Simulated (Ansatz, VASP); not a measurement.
**WS2 in VASP and in Ansatz**

```xyz
3
Lattice="1.5650 0.9036 6.0579 -1.5650 0.9036 6.0579 0.0000 -1.8071 6.0579" Properties=species:S:1:pos:R:3 pbc="T T T"
W     0.0000    0.0000    0.0120
S     0.0000    0.0000    4.5102
S     0.0000    0.0000    7.6305
```

Alike in both runs: task electric field gradients; functional LDA; k mesh 12 × 12 × 12; no spin polarisation.

|  | VASP | Ansatz |
| --- | --- | --- |
| version | VASP 6.6.1 | Ansatz 0.2.0 |
| potentials or method | VASP PAW LDA potentials, release 64 (W_sv, S), cutoff 520 eV | scalar-relativistic, plane waves, PAW |
| occupations | gaussian, width 0.01 eV | fixed |
| valence electrons in the cell | 26 | 26 |

```tsv
	VASP	Ansatz	Ansatz less VASP
gap on the k mesh at the Fermi level (eV)	0.89	0.88	-0.011
least direct gap on the mesh (eV)	1.98	1.96	-0.012
pressure (GPa)	0.4	0.0	-0.41
rms of the force components (eV/Å)	0.023	0.000	-0.0226
size of Vzz on the site where it differs most (V/Å²)	160.1	175.8	+15.72
```

LDA's correlation is that of Perdew and Zunger in VASP and of Perdew and Wang (1992) in Ansatz. Atom by atom the forces differ by 0.023 eV/Å (rms over components).

Neither program's run includes spin-orbit coupling.
